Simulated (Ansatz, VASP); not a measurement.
# Tl: VASP beside Ansatz

```xyz
2
Lattice="0.0000 2.7578 5.9844 1.7806 0.0000 5.9844 1.7806 2.7578 0.0000" Properties=species:S:1:pos:R:3 pbc="T T T"
Tl    1.7806    2.7578   10.3951
Tl    1.7806    2.7578    1.5738
```

Alike in both runs: functional PBEsol; k mesh 18 × 18 × 18; occupations gaussian, width 0.1 eV; no spin polarisation.

Ansatz relaxed the structure, and its values are those at the end. VASP's run is a single point on that final structure, the one shown.

```csv
,VASP,Ansatz
version,VASP 6.6.1,Ansatz 0.2.0
potentials or method,"VASP PAW PBE potentials, release 64 (Tl_d), cutoff 520 eV","scalar-relativistic, plane waves, PAW"
valence electrons in the cell,26,26
```

```tsv
	VASP	Ansatz	Ansatz less VASP
gap on the k mesh at the Fermi level (eV)	none	none	-
pressure (GPa)	-0.1	0.0	+0.06
```

VASP's potentials were made for PBE, not for PBEsol. A gap of «none» marks a metal or a gap that the smearing closes. With one functional, cell and mesh, what is left measures potentials, basis and numerics.

Spin-orbit coupling is off throughout.
